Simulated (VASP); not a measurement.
Wanted: the native input for a VASP 6.6.1 run.

```yaml
Task: single point
Functional: LDA
Potentials_or_basis: VASP PAW LDA potentials, release 64 (Pd)
Cutoff: 520 eV
k_mesh: 14 × 14 × 14
Occupations: methfessel-paxton, width 0.3 eV
Spin: no spin polarisation
Dipole_correction: no
Further_INCAR_settings: ALGO = Normal; EDIFF = 1e-06; NBANDS = 11
```

The structure of Pd lies in POSCAR:

```
Pd
1.0
    0.0000000000      1.9211411165      1.9211411165
    1.9211411165      0.0000000000      1.9211411165
    1.9211411165      1.9211411165      0.0000000000
Pd
1
Direct
    0.0000000000      0.0000000000      0.0000000000
```

The input as run:

INCAR

```
PREC = Accurate
ENCUT = 520
EDIFF = 1E-6
ISMEAR = 1
SIGMA = 0.3
LREAL = False
LASPH = True
NELM = 60
ALGO = Normal
ISIF = 2
LWAVE = False
LCHARG = False
GGA = CA
NBANDS = 11
```

KPOINTS

```
regular mesh
0
Gamma
  14 14 14
```

Potentials or basis: VASP PAW LDA potentials, release 64 (Pd).

The run is started by

```bash
$ cat potpaw_LDA.64/Pd/POTCAR > POTCAR
$ mpirun -np 1 vasp_std > vasp.out
```

Results of the run:

The pressure is 0.0 GPa and the band gap on the k mesh is zero (band 5 reaches 10.60 eV, above the bottom of band 6 at 8.89 eV).

It took 11 s on 1 thread of Intel(R) Xeon(R) Platinum 8259CL CPU @ 2.50GHz (Skylake/Cascade Lake), on a shared host, peak memory 0.13 GiB.
